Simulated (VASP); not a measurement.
PbIF:

```xyz
6
Lattice="4.2374 0.0000 0.0000 0.0000 4.2374 0.0000 0.0000 0.0000 8.8000" Properties=species:S:1:pos:R:3 pbc="T T T"
Pb    2.1187    0.0000    1.4425
Pb    0.0000    2.1187    7.3575
I     2.1187    0.0000    5.8341
I     0.0000    2.1187    2.9659
F     0.0000    0.0000    0.0000
F     2.1187    2.1187    0.0000
```

* Program: VASP 6.6.1
* Task: relaxation of cell and atoms
* Functional: PBEsol
* Potentials or basis: VASP PAW PBE potentials, release 64 (Pb_d, I, F)
* Cutoff: 600 eV
* k mesh: 6 × 6 × 4
* Occupations: gaussian, width 0.02 eV
* Spin: no spin polarisation

At the start: pressure -1.1 GPa; volume 26.33 Å³/atom.

Problem. Where does the relaxation end?

Solution. Over 30 steps the energy falls by 3.3 meV/atom and the volume is 26.15 Å³/atom (-0.7 %); space group P4/nmm (No. 129, to 0.05 Å).

The path:
| step | energy change (eV) | largest force (eV/Å) | pressure (GPa) | volume (Å³) |
| --- | --- | --- | --- | --- |
| 1 | 0.0000 | 0.0743 | -1.10 | 158.01 |
| 2 | -0.0140 | 0.0435 | 0.24 | 153.91 |
| 3 | -0.0143 | 0.0274 | 0.06 | 154.42 |
| 4 | -0.0154 | 0.0180 | 0.06 | 154.48 |
| 5 | -0.0174 | 0.0463 | 0.04 | 154.65 |
| 6 | -0.0152 | 0.1627 | 0.00 | 154.94 |
| 7 | -0.0177 | 0.0716 | 0.03 | 154.72 |
| 8 | -0.0185 | 0.0413 | 0.03 | 154.95 |
| 9 | -0.0188 | 0.0345 | 0.02 | 155.25 |
| 10 | -0.0188 | 0.0323 | 0.00 | 155.23 |
| 11 | -0.0188 | 0.0223 | 0.00 | 155.09 |
| 12 | -0.0188 | 0.0303 | 0.02 | 155.21 |
| 13 | -0.0188 | 0.0315 | 0.01 | 155.22 |
| 14 | -0.0191 | 0.0278 | 0.02 | 155.32 |
| 15 | -0.0195 | 0.0164 | 0.07 | 155.63 |
| 16 | -0.0198 | 0.0127 | 0.17 | 156.23 |
| 17 | -0.0198 | 0.0113 | 0.16 | 156.35 |
| 18 | -0.0200 | 0.0048 | 0.08 | 156.71 |
| 19 | -0.0200 | 0.0032 | 0.08 | 156.86 |
| 20 | -0.0200 | 0.0026 | 0.00 | 157.17 |
| 21 | -0.0200 | 0.0020 | 0.00 | 157.07 |
| 22 | -0.0200 | 0.0014 | 0.02 | 156.97 |
| 23 | -0.0200 | 0.0015 | 0.04 | 156.91 |
| 24 | -0.0200 | 0.0021 | 0.04 | 156.90 |
| 25 | -0.0200 | 0.0023 | 0.05 | 156.88 |
| 26 | -0.0200 | 0.0014 | 0.04 | 156.88 |
| 27 | -0.0200 | 0.0019 | 0.02 | 156.88 |
| 28 | -0.0201 | 0.0071 | -0.02 | 156.88 |
| 29 | -0.0201 | 0.0066 | -0.02 | 156.88 |
| 30 | -0.0201 | 0.0038 | 0.00 | 156.88 |

Final structure:
```cif
data_structure
_symmetry_space_group_name_H-M 'P 1'
_symmetry_Int_Tables_number 1
_cell_length_a 4.1586
_cell_length_b 4.1586
_cell_length_c 9.0716
_cell_angle_alpha 90.000
_cell_angle_beta 90.000
_cell_angle_gamma 90.000
_cell_volume 156.88
loop_
_atom_site_label
_atom_site_type_symbol
_atom_site_fract_x
_atom_site_fract_y
_atom_site_fract_z
_atom_site_occupancy
Pb1 Pb 0.50000 0.00000 0.16089 1
Pb2 Pb 0.00000 0.50000 0.83911 1
I1 I 0.50000 0.00000 0.66602 1
I2 I 0.00000 0.50000 0.33398 1
F1 F 0.00000 0.00000 0.00000 1
F2 F 0.50000 0.50000 0.00000 1
```

Caveat: the PAW data sets were made with another functional, which shifts forces and pressure a little; this functional lacks dispersion, which binds the layers, so the pressure and a relaxed spacing across them are unreliable.
